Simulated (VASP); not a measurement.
BeS: G0W0 quasiparticle levels with PBE

BeS:

```
Be S
1.0
     0.00000    2.43431    2.43431
     2.43431    0.00000    2.43431
     2.43431    2.43431    0.00000
Be S
1 1
Cartesian
  0.0000 0.0000 0.0000
  1.2172 1.2172 1.2172
```

* Program: VASP 6.6.1
* Task: G0W0 quasiparticle levels
* Functional: PBE
* Potentials or basis: VASP PAW PBE potentials, release 64 (Be_GW, S_GW)
* Cutoff: 500 eV
* k mesh: 4 × 4 × 4
* Occupations: gaussian, width 0.01 eV
* Spin: no spin polarisation
* Dipole correction: no
* GW scheme: G0W0
* GW iterations: 1
* Cutoff of the response function: 140
* Frequency points: 96
* Empty bands: 108
* Further INCAR settings: ALGO = EVGW0; EDIFF = 1e-08; NBANDS = 112

```json
{"Quasiparticle gap": "4.39 eV", "Least direct quasiparticle gap": "7.18 eV", "Band gap of the starting levels on the mesh": "3.12 eV", "Least direct gap of the starting levels on the mesh": "5.64 eV"}
```

Run time: 47 s on 1 thread of AMD EPYC 9R45 96-Core Processor (Zen 5), on a shared host, peak memory 0.24 GiB.

Caveat: the k points lie up to 0.56 Å⁻¹ apart; bands, screening cutoff and mesh are small and nothing is extrapolated, so the quasiparticle values aren't converged.
